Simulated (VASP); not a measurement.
The system is Si.

```xyz
2
Lattice="2.6656 0.0000 0.0000 -1.3328 2.3085 0.0000 0.0000 0.0000 4.5063" Properties=species:S:1:pos:R:3 pbc="T T T"
Si    0.0000    1.5390    1.1266
Si    1.3328    0.8595    3.3797
```

This cell differs from its parent crystal: one atom moved.

Base run:

- Program: VASP 6.6.1
- Functional: PBE
- Potentials or basis: VASP PAW PBE potentials, release 64 (Si)
- Cutoff: 500 eV
- k mesh: 15 × 15 × 8
- Occupations: gaussian, width 0.1 eV
- Spin: no spin polarisation

Its results: band gap on the k mesh zero (bands 4 and 5 overlap by 12.69 eV); pressure 3.0 GPa; largest force 0.034 eV/Å.

Q: The run is repeated on the same cell with these changes: functional from PBE to RPBE. What comes out?

A: Band gap on the k mesh zero (bands 4 and 5 overlap by 12.76 eV); pressure 3.7 GPa; largest force 0.030 eV/Å.

RPBE binds less tightly than PBE, so the same cell stands under more pressure.

Caveats: the cell stands under pressure (at least some runs); the PAW data sets were made with another functional, which shifts forces and pressure a little (at least some runs).
